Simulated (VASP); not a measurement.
Si, 2 atoms in the cell. The structure is cubic, space group Fd-3m (No. 227). Conventional cell: a = 5.502 Å, b = 5.502 Å, c = 5.502 Å, α = 90.00°, β = 90.00°, γ = 90.00°. Si (site symmetry -43m) has 4 Si at 2.38 Å within 3.1 Å. 

* Program: VASP 6.6.1
* Task: single point
* Functional: RPBE
* Potentials or basis: VASP PAW PBE potentials, release 64 (Si)
* Cutoff: 520 eV
* k mesh: 8 × 8 × 8
* Occupations: gaussian, width 0.02 eV
* Spin: no spin polarisation
* Dipole correction: no
* Further INCAR settings: ALGO = Normal; EDIFF = 1e-06; NBANDS = 11

Potentials or basis: VASP PAW PBE potentials, release 64 (Si).

Launch:

```bash
$ cat potpaw_PBE.64/Si/POTCAR > POTCAR
$ mpirun -np 1 vasp_std > vasp.out
```

Hardware: 1 thread of Intel(R) Xeon(R) Platinum 8259CL CPU @ 2.50GHz (Skylake/Cascade Lake), with other jobs on the host.

**Question.** Estimate the wall time of this run.

**Answer.** Run time: 16 s on 1 thread of Intel(R) Xeon(R) Platinum 8259CL CPU @ 2.50GHz (Skylake/Cascade Lake), with other jobs on the host, peak memory 0.15 GiB. Counts: scf iterations 12, k points 29.
